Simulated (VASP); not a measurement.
Set up this calculation in VASP 6.6.1, as the native input.

```
Task                   : single point
Functional             : PBEsol
Potentials or basis    : VASP PAW PBE potentials, release 64 (Si)
Cutoff                 : 520 eV
k mesh                 : 12 × 12 × 12
Occupations            : gaussian, width 0.02 eV
Spin                   : no spin polarisation
Dipole correction      : no
Further INCAR settings : ALGO = Normal; EDIFF = 1e-06; NBANDS = 11
```

The structure of Si lies in POSCAR:

```
Si
1.0
    0.0000000000      2.7169171383      2.7169171383
    2.7169171383      0.0000000000      2.7169171383
    2.7169171383      2.7169171383      0.0000000000
Si
2
Direct
    0.7500000000      0.7500000000      0.7500000000
    0.5000000000      0.5000000000      0.5000000000
```

The input as run:

INCAR

```
SYSTEM = Si
PREC = Accurate ; ENCUT = 520
EDIFF = 1E-6 ; ISMEAR = 0
SIGMA = 0.02 ; LREAL = .False.
LASPH = .True. ; NELM = 80
ALGO = Normal ; ISIF = 2
LWAVE = .False. ; LCHARG = .False.
GGA = PS ; NBANDS = 11
```

KPOINTS

```
Automatic mesh
0
Gamma
  12 12 12
  0 0 0
```

Potentials or basis: VASP PAW PBE potentials, release 64 (Si).

The run is started by

```sh
$ cat potpaw_PBE.64/Si/POTCAR > POTCAR
$ mpirun -np 1 vasp_std > vasp.out
```

Results of the run:

| Property | Result |
| --- | --- |
| Pressure | 0.1 GPa |
| Band gap on the k mesh | 0.46 eV (least direct gap 2.52 eV) |

Caveat: the PAW data sets were made with another functional, which shifts forces and pressure a little.

Run time: 11 s on 1 thread of Intel(R) Xeon(R) 6975P-C (Granite Rapids), with other jobs on the host, peak memory 0.16 GiB.
